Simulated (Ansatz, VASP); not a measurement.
# Two plane-wave programs on TaN

INCAR

```
SYSTEM = TaN
PREC = Accurate
ENCUT = 520
EDIFF = 1E-6
ISMEAR = 0
SIGMA = 0.15
LREAL = .FALSE.
LASPH = .TRUE.
NELM = 60
ALGO = Normal
ISIF = 2
LWAVE = .FALSE.
LCHARG = .FALSE.
GGA = PS
NBANDS = 33
```

Contents of KPOINTS:

```
Automatic mesh
0
G
  12 12 16
  0 0 0
```

File POSCAR:

```
TaN
1.0
    5.2050894145      0.0000000000      0.0000000000
   -2.6025447072      4.5077396619      0.0000000000
    0.0000000000      0.0000000000      2.9035873904
Ta N
3 3
Direct
    0.0000000000      0.0000000000      0.0000000000
    0.3333333333      0.6666666667      0.5774903489
    0.6666666667      0.3333333333      0.5000000000
    0.5000000000      0.0000000000      0.0000000000
    0.5000000000      0.5000000000      0.0000000000
    0.0000000000      0.5000000000      0.0000000000
```

Input for Ansatz:

```yaml
crystal:
  lattice:
    - [5.2050894145, 0.0, 0.0]
    - [-2.6025447072, 4.5077396619, 0.0]
    - [0.0, 0.0, 2.9035873904]
  atoms:
    - { symbol: Ta, position: [0.0, 0.0, 0.0] }
    - { symbol: Ta, position: [0.3333333333, 0.6666666667, 0.5774903489] }
    - { symbol: Ta, position: [0.6666666667, 0.3333333333, 0.5] }
    - { symbol: "N", position: [0.5, 0.0, 0.0] }
    - { symbol: "N", position: [0.5, 0.5, 0.0] }
    - { symbol: "N", position: [0.0, 0.5, 0.0] }
basis:
  ecutwfc: 420
kpoints:
  mp_grid: { grid: [12, 12, 16] }
hamiltonian:
  xc: pbesol
scf:
  occupations: { method: gaussian, width: 0.15 }
output:
  forces: true
  stress: true
  eigenvalues: true
```

Alike in both runs: task single point; functional PBEsol; k mesh 12 × 12 × 16; occupations gaussian, width 0.15 eV; no spin polarisation.

|  | VASP | Ansatz |
| --- | --- | --- |
| version | VASP 6.6.1 | Ansatz 0.2.0 |
| potentials or method | VASP PAW PBE potentials, release 64 (Ta_pv, N), cutoff 520 eV | scalar-relativistic, plane waves, PAW |
| valence electrons in the cell | 48 | 54 |

|  | VASP | Ansatz | Ansatz less VASP |
| --- | --- | --- | --- |
| gap on the k mesh at the Fermi level (eV) | none | none | - |
| pressure (GPa) | 6.9 | 5.8 | -1.09 |
| traceless stress, the component that is largest in VASP (GPa) | 2.20 | 1.97 | -0.227 |
| rms of the force components (eV/Å) | 1.420 | 1.390 | -0.0307 |

VASP's potentials were made for PBE, not for PBEsol. Atom by atom the forces differ by 0.032 eV/Å (rms over components). A gap of «none» marks a metal or a gap that the smearing closes. VASP's potentials hold 48 valence electrons a cell and Ansatz's 54, so a difference there can come from the potentials and not from the codes.

Spin-orbit coupling is off throughout.
